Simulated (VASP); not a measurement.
# BiBrO (P4/nmm) in VASP: further runs

BiBrO is run at these levels: LDA; tasks: single point.

All numbers are computed with VASP 6.6.1; they aren't measurements. Logs are shortened: lines on timing, memory, paths and dates and some standing lists are left out, and cuts for length are marked.

## Step 1: The cell of the first run

The structure is tetragonal, space group P4/nmm (No. 129). The conventional cell has a = 3.818 Å, b = 3.818 Å, c = 8.018 Å, α = 90.00°, β = 90.00°, γ = 90.00°. Bi (site symmetry 4mm) has 4 O at 2.29 Å and 4 Br at 3.10 Å within 3.2 Å. Within 4.1 Å of Br (site symmetry 4mm) lie 6 Bi at 3.10 to 4.06 Å and 4 O at 3.38 Å and 8 Br at 3.63 to 3.82 Å. O (site symmetry -4m2) has 4 Bi at 2.29 Å and 4 O at 2.70 Å within 3.0 Å.

## Step 2: Single point, LDA

INCAR reads:

```
SYSTEM = BiBrO
ALGO = Normal ; EDIFF = 1E-6
ENCUT = 520 ; ISIF = 2
ISMEAR = 0 ; LASPH = .True.
LCHARG = .False. ; LREAL = .False.
LWAVE = .False. ; NBANDS = 37
NELM = 80 ; PREC = Accurate
SIGMA = 0.05
```

KPOINTS reads:

```
k-points
0
Gamma
  8 8 4
  0 0 0
```

POSCAR reads:

```
BiBrO
1.0
    3.8179000000      0.0000000000      0.0000000000
    0.0000000000      3.8179000000      0.0000000000
    0.0000000000      0.0000000000      8.0182000000
Bi Br O
2 2 2
Direct
    0.0000000000      0.5000000000      0.1575579020
    0.5000000000      0.0000000000      0.8424420980
    0.0000000000      0.5000000000      0.6517216503
    0.5000000000      0.0000000000      0.3482783497
    0.0000000000      0.0000000000      0.0000000000
    0.5000000000      0.5000000000      0.0000000000
```

Potentials or basis: VASP PAW LDA potentials, release 64 (Bi_d, Br, O).

Command:

```
$ cat potpaw_LDA.64/Bi_d/POTCAR potpaw_LDA.64/Br/POTCAR potpaw_LDA.64/O/POTCAR > POTCAR
$ mpirun -np 1 vasp_std > vasp.out
```

OUTCAR:

```text
SYSTEM = BiBrO
   EDIFF = 1E-6
   ENCUT = 520
   ISIF = 2
   ISMEAR = 0
   LASPH = .True.
   LREAL = .False.
   NELM = 80
   PREC = Accurate

 ion  position               nearest neighbor table
   1  0.000  0.500  0.158-   5 2.29   6 2.29   5 2.29   6 2.29   4 3.10   4 3.10   4 3.10   4 3.10
                             2 3.70   2 3.70   2 3.70   2 3.70
   2  0.500  0.000  0.842-   5 2.29   6 2.29   6 2.29   5 2.29   3 3.10   3 3.10   3 3.10   3 3.10
                             1 3.70   1 3.70   1 3.70   1 3.70
   3  0.000  0.500  0.652-   2 3.10   2 3.10   2 3.10   2 3.10
   4  0.500  0.000  0.348-   1 3.10   1 3.10   1 3.10   1 3.10
   5  0.000  0.000  0.000-   1 2.29   2 2.29   1 2.29   2 2.29
   6  0.500  0.500  0.000-   1 2.29   2 2.29   2 2.29   1 2.29

  LATTYP: Found a simple tetragonal cell.
 ALAT       =     3.8179000000
 C/A-ratio  =     2.1001597737

  Lattice vectors:

 A1 = (   3.8179000000,   0.0000000000,   0.0000000000)
 A2 = (   0.0000000000,   3.8179000000,   0.0000000000)
 A3 = (   0.0000000000,   0.0000000000,   8.0182000000)

Analysis of symmetry for initial positions (statically):
=====================================================================
 Subroutine PRICEL returns:
 Original cell was already a primitive cell.

 Routine SETGRP: Setting up the symmetry group for a
 simple tetragonal supercell.

 Subroutine GETGRP returns: Found 16 space group operations
 (whereof  8 operations were pure point group operations)
 out of a pool of 16 trial point group operations.

The static configuration has the point symmetry D_2d.
 The point group associated with its full space group is D_4h.

Analysis of symmetry for dynamics (positions and initial velocities):
=====================================================================
 Subroutine PRICEL returns:
 Original cell was already a primitive cell.

 Routine SETGRP: Setting up the symmetry group for a
 simple tetragonal supercell.

 Subroutine GETGRP returns: Found 16 space group operations
 (whereof  8 operations were pure point group operations)
 out of a pool of 16 trial point group operations.

The dynamic configuration has the point symmetry D_2d.
 The point group associated with its full space group is D_4h.

 Subroutine INISYM returns: Found 16 space group operations
 (whereof  8 operations are pure point group operations),
 and found     1 'primitive' translations

----------------------------------------------------------------------------------------

                                     Primitive cell

  volume of cell :     116.8762

  direct lattice vectors                    reciprocal lattice vectors
     3.817900000  0.000000000  0.000000000     0.261924094  0.000000000  0.000000000
     0.000000000  3.817900000  0.000000000     0.000000000  0.261924094  0.000000000
     0.000000000  0.000000000  8.018200000     0.000000000  0.000000000  0.124716270

  length of vectors
     3.817900000  3.817900000  8.018200000     0.261924094  0.261924094  0.124716270

  position of ions in fractional coordinates (direct lattice)
     0.000000000  0.500000000  0.157557902
     0.500000000  0.000000000  0.842442098
     0.000000000  0.500000000  0.651721650
     0.500000000  0.000000000  0.348278350
     0.000000000  0.000000000  0.000000000
     0.500000000  0.500000000  0.000000000

  ion indices of the primitive-cell ions
   primitive index   ion index
                 1           1
                 2           2
                 3           3
                 4           4
                 5           5
                 6           6

----------------------------------------------------------------------------------------

 KPOINTS: k-points

Automatic generation of k-mesh.
 Grid dimensions read from file:
 generate k-points for:    8    8    4

 Generating k-lattice:

  Cartesian coordinates                     Fractional coordinates (reciprocal lattice)
     0.032740512  0.000000000  0.000000000     0.125000000  0.000000000  0.000000000
     0.000000000  0.032740512  0.000000000     0.000000000  0.125000000  0.000000000
     0.000000000  0.000000000  0.031179068     0.000000000  0.000000000  0.250000000

  Length of vectors
     0.032740512  0.032740512  0.031179068

  Shift w.r.t. Gamma in fractional coordinates (k-lattice)
     0.000000000  0.000000000  0.000000000

 Subroutine IBZKPT returns following result:
 ===========================================

 Found     45 irreducible k-points:

 Following reciprocal coordinates:
            Coordinates               Weight
  0.000000  0.000000  0.000000      1.000000
  0.125000  0.000000  0.000000      4.000000
  0.250000  0.000000  0.000000      4.000000
  0.375000  0.000000  0.000000      4.000000
  0.500000  0.000000  0.000000      2.000000
  0.125000  0.125000  0.000000      4.000000
[... 16 lines left out ...]
  0.375000  0.125000  0.250000     16.000000
  0.500000  0.125000  0.250000      8.000000
 [... further k-points ...]
   k-points           NKPTS =     45   k-points in BZ     NKDIM =     45   number of bands    NBANDS=     37
   number of dos      NEDOS =    301   number of ions     NIONS =      6
   total plane-waves  NPLWV =  47040
   dimension x,y,z NGX =    28 NGY =   28 NGZ =   60
   dimension x,y,z NGXF=    56 NGYF=   56 NGZF=  120
   ions per type =               2   2   2
   NGX,Y,Z   is equivalent  to a cutoff of  12.19, 12.19, 12.44 a.u.
   NGXF,Y,Z  is equivalent  to a cutoff of  24.38, 24.38, 24.88 a.u.
 SYSTEM =  BiBrO
   PREC   = accura    normal or accurate (medium, high low for compatibility)
   ISTART =      0    job   : 0-new  1-cont  2-samecut
   ICHARG =      2    charge: 1-file 2-atom 10-const
   ISPIN  =      1    spin polarized calculation?
   LNONCOLLINEAR =      F non collinear calculations
   LSORBIT =      F    spin-orbit coupling
   LASPH  =      T    aspherical Exc in radial PAW
   ENCUT  =  520.0 eV  38.22 Ry    6.18 a.u.   7.10  7.10 14.91*2*pi/ulx,y,z
   NELM   =     80;   NELMIN=  2; NELMDL= -5     # of ELM steps
   EDIFF  = 0.1E-05   stopping-criterion for ELM
   LREAL  =      F    real-space projection
   EDIFFG = 0.1E-04   stopping-criterion for IOM
   NSW    =      0    number of steps for IOM
   IBRION =     -1    ionic relax: 0-MD 1-quasi-New 2-CG
   NFREE  =      0    steps in history (QN), initial steepest desc. (CG)
   ISIF   =      2    stress and relaxation
   ISYM   =      2    0-nonsym 1-usesym 2-fastsym
   POTIM  = 0.5000    time-step for ionic-motion
   TEBEG  =    0.0;   TEEND  =   0.0 temperature during run
   PSTRESS=    0.0 pullay stress
   NELECT =      56.0000    total number of electrons
   NUPDOWN=      -1.0000    fix difference up-down
   EMIN   =  10.00;   EMAX   =-10.00  energy-range for DOS
   EFERMI =   0.00;   METHOD = LEGACY
   ISMEAR =     0;   SIGMA  =   0.05  broadening in eV -4-tet -1-fermi 0-gaus
   EFERMI_NEDOS =   21; number of points for ismear=-14 and -15
   IALGO  =     38    algorithm
   IMIX   =      4    mixing-type and parameters
     AMIX     =   0.40;   BMIX     =  1.00
     AMIX_MAG =   1.60;   BMIX_MAG =  1.00
  volume/ion in A,a.u.               =      19.48       131.45
  Fermi-wavevector in a.u.,A,eV,Ry     =   1.281038  2.420812 22.327972  1.641060
  Thomas-Fermi vector in A             =   2.413432
   LORBIT       =      0    0 simple, 1 ext, 2 COOP (PROOUT), +10 PAW based schemes
   GGA     = CA    functional components
   LHFCALC =     F    Hartree Fock is set to
   AEXX    =    0.0000 exact exchange contribution
   IVDW    =     0    specifies the selected vdW correction
   LEPSILON=     F    determine dielectric tensor
   LRPA    =     F    only Hartree local field effects (RPA)
 non-spin polarized calculation
 Gauss-broadening in eV      SIGMA  =   0.05
  energy-cutoff  :      520.00
  volume of cell :      116.88
 maximum number of plane-waves:      3168
   NGX = 15   NGY = 15   NGZ = 29

 number of electron      55.9999980 magnetization

 Free energy of the ion-electron system (eV)
  ---------------------------------------------------
  ext. energy  EPLUGINS =         0.00000000
  ---------------------------------------------------
  free energy    TOTEN  =       -31.89556277 eV

  energy without entropy =      -31.89556277  energy(sigma->0) =      -31.89556277

 E-fermi :   5.1677     XC(G=0): -10.7234

 val. band max:        4.9550162582   @ k =   0.3750   0.0000   0.5000
 cond. band min:       7.0884771397   @ k =   0.0000   0.0000   0.5000
 fundamental gap:      2.1334608815
 Fermi energy:         5.1677255214

 k-point     1 :       0.0000    0.0000    0.0000
  band No.  band energies     occupation
      1     -17.3269      2.00000
      2     -17.0939      2.00000
      3     -17.0859      2.00000
      4     -17.0859      2.00000
      5     -17.0651      2.00000
      6     -17.0256      2.00000
[... 29 lines left out ...]
     36      12.7466      0.00000
     37      12.8115      0.00000

 k-point     2 :       0.1250    0.0000    0.0000
  band No.  band energies     occupation
      1     -17.3205      2.00000
      2     -17.0883      2.00000
      3     -17.0866      2.00000
      4     -17.0842      2.00000
      5     -17.0577      2.00000
      6     -17.0305      2.00000
[... 29 lines left out ...]
     36      12.8943      0.00000
     37      13.1876      0.00000

 k-point     3 :       0.2500    0.0000    0.0000
  band No.  band energies     occupation
      1     -17.3056      2.00000
      2     -17.1151      2.00000
      3     -17.0847      2.00000
      4     -17.0798      2.00000
      5     -17.0607      2.00000
      6     -17.0402      2.00000
[... 29 lines left out ...]
     36      13.3836      0.00000
     37      13.9395      0.00000
[... 761 lines left out ...]
 k-point    23 :       0.3750    0.1250    0.2500
  band No.  band energies     occupation
      1     -17.2880      2.00000
      2     -17.2035      2.00000
      3     -17.0713      2.00000
      4     -17.0691      2.00000
      5     -17.0579      2.00000
      6     -17.0477      2.00000
[... 29 lines left out ...]
     36      14.0506      0.00000
     37      14.1916      0.00000

 k-point    24 :       0.5000    0.1250    0.2500
  band No.  band energies     occupation
      1     -17.2573      2.00000
      2     -17.2573      2.00000
      3     -17.0626      2.00000
      4     -17.0626      2.00000
      5     -17.0606      2.00000
      6     -17.0606      2.00000
[... 29 lines left out ...]
     36      13.7450      0.00000
     37      14.0690      0.00000

 [... further k-points ...]

------------------------ aborting loop because EDIFF is reached ----------------------------------------

  FORCE on cell =-STRESS in cart. coord.  units (eV):
  Direction    XX          YY          ZZ          XY          YZ          ZX
  --------------------------------------------------------------------------------------
  -------------------------------------------------------------------------------------
  Total        2.5293552      2.5293552      0.6793997      0.0000000      0.0000000      0.0000000
  in kB       34.6732392     34.6732392      9.3134363      0.0000000      0.0000000      0.0000000
  external PRESSURE =      26.2199716 kB  Pullay stress =       0.0000000 kB

 VOLUME and BASIS-vectors are now :
 -----------------------------------------------------------------------------
  energy-cutoff  :      520.00
  volume of cell :      116.88
      direct lattice vectors                 reciprocal lattice vectors
     3.817900000  0.000000000  0.000000000     0.261924094  0.000000000  0.000000000
     0.000000000  3.817900000  0.000000000     0.000000000  0.261924094  0.000000000
     0.000000000  0.000000000  8.018200000     0.000000000  0.000000000  0.124716270

 POSITION                                       TOTAL-FORCE (eV/Angst)
 -----------------------------------------------------------------------------------
      0.00000      1.90895      1.26333         0.000000      0.000000      0.093829
      1.90895      0.00000      6.75487         0.000000      0.000000     -0.093829
      0.00000      1.90895      5.22563         0.000000      0.000000     -0.046911
      1.90895      0.00000      2.79257         0.000000     -0.000000      0.046911
      0.00000      0.00000      0.00000         0.000000     -0.000000      0.000000
      1.90895      1.90895      0.00000         0.000000      0.000000      0.000000
 -----------------------------------------------------------------------------------
    total drift:                                0.000000      0.000000      0.000000

  FREE ENERGIE OF THE ION-ELECTRON SYSTEM (eV)
  ---------------------------------------------------
  free  energy   TOTEN  =       -31.8955627674 eV

  energy  without entropy=      -31.8955627674  energy(sigma->0) =      -31.89556277
```

Run time: 2.6 min. Hardware: 1 thread of Intel Xeon 8259CL, shared host; peak memory 0.28 GiB.

Results:

```
Free energy            : -31.8956 eV
Pressure               : 2.6 GPa
Largest force          : 0.094 eV/Å
Band gap on the k mesh : 2.13 eV (least direct gap 2.43 eV)
```

Forces in eV/Å, atoms in the order of the input:
```
Bi   0.000  0.000  0.094
Bi   0.000  0.000 -0.094
Br   0.000  0.000 -0.047
Br   0.000  0.000  0.047
O    0.000  0.000  0.000
O    0.000  0.000  0.000
```

Levels at points of the mesh, in eV from the valence-band top:
| k point | band 26 | band 27 | band 28 | band 29 | band 30 | band 31 |
| --- | --- | --- | --- | --- | --- | --- |
| (0.00, 0.00, 0.00) | -1.06 | -1.06 | -0.78 | 2.42 | 3.22 | 4.90 |
| (0.50, 0.00, 0.00) | -0.81 | -0.19 | -0.19 | 4.23 | 4.23 | 4.79 |
| (0.50, 0.50, 0.00) | -1.11 | -1.11 | -1.11 | 3.15 | 3.15 | 4.96 |
| (0.00, 0.00, 0.50) | -0.74 | -0.74 | -0.29 | 2.13 | 2.48 | 4.67 |
| (0.50, 0.00, 0.50) | -0.82 | -0.22 | -0.22 | 4.05 | 4.05 | 4.84 |
| (0.50, 0.50, 0.50) | -1.51 | -1.11 | -1.11 | 4.01 | 4.01 | 5.32 |

Caveat: spin-orbit coupling is left out, which moves the levels of the heavy elements.

(Continued in part 2 of 2.)
